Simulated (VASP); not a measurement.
# Zr3TiC4: single point with PBE

Crystal: Zr3TiC4.

```
CELL_PARAMETERS angstrom
3.28142 0.00000 0.00000
0.00000 4.62658 0.00000
0.00000 0.00000 6.53282
ATOMIC_POSITIONS crystal
Zr 0.00000 0.50000 0.74579
Zr 0.50000 0.00000 0.00000
Zr 0.00000 0.50000 0.25421
Ti 0.50000 0.00000 0.50000
C 0.00000 0.00000 0.73882
C 0.50000 0.50000 0.00000
C 0.00000 0.00000 0.26118
C 0.50000 0.50000 0.50000
```

```json
{"Program": "VASP 6.6.1", "Task": "single point", "Functional": "PBE", "Potentials or basis": "VASP PAW PBE potentials, release 64 (Zr_sv, Ti_sv, C)", "Cutoff": "520 eV", "k mesh": "6 × 4 × 4", "Occupations": "gaussian, width 0.1 eV", "Spin": "no spin polarisation"}
```

| Property | Result |
| --- | --- |
| Pressure | 0.0 GPa |
| Largest force | 0.004 eV/Å |
| Band gap on the k mesh | zero (bands 32 and 33 overlap by 1.29 eV) |

Forces in eV/Å, atoms in the order of the input:
```
Zr   0.000  0.000  0.004
Zr   0.000  0.000  0.000
Zr   0.000  0.000 -0.004
Ti   0.000  0.000  0.000
C    0.000  0.000  0.000
C    0.000  0.000  0.000
C    0.000  0.000  0.000
C    0.000  0.000  0.000
```

Levels at points of the mesh, in eV from the Fermi level:
```tsv
k point	band 29	band 30	band 31	band 32	band 33	band 34	band 35	band 36
(0.00, 0.00, 0.00)	0.04	0.11	0.88	0.99	0.99	1.09	1.13	1.14
(0.50, 0.00, 0.00)	-1.65	-1.63	-0.08	0.11	0.11	0.30	2.20	2.49
(0.00, 0.50, 0.00)	-0.57	-0.51	-0.43	-0.34	-0.31	-0.28	2.46	2.65
(0.50, 0.50, 0.00)	-2.58	-2.42	-2.11	-2.10	2.35	2.55	2.63	3.48
(0.00, 0.00, 0.50)	-1.42	-1.29	-0.93	-0.93	1.12	1.26	1.74	1.79
(0.50, 0.00, 0.50)	-1.70	-1.48	-1.28	-1.28	0.90	1.15	1.24	1.39
(0.00, 0.50, 0.50)	-1.96	-1.93	-1.91	-1.87	1.38	1.94	2.08	2.12
(0.50, 0.50, 0.50)	-2.38	-2.23	-2.23	-2.04	2.17	2.51	2.61	3.11
```

Wall time 4.3 min on 1 thread of Intel Xeon 8259CL (shared host), peak memory 0.27 GiB.
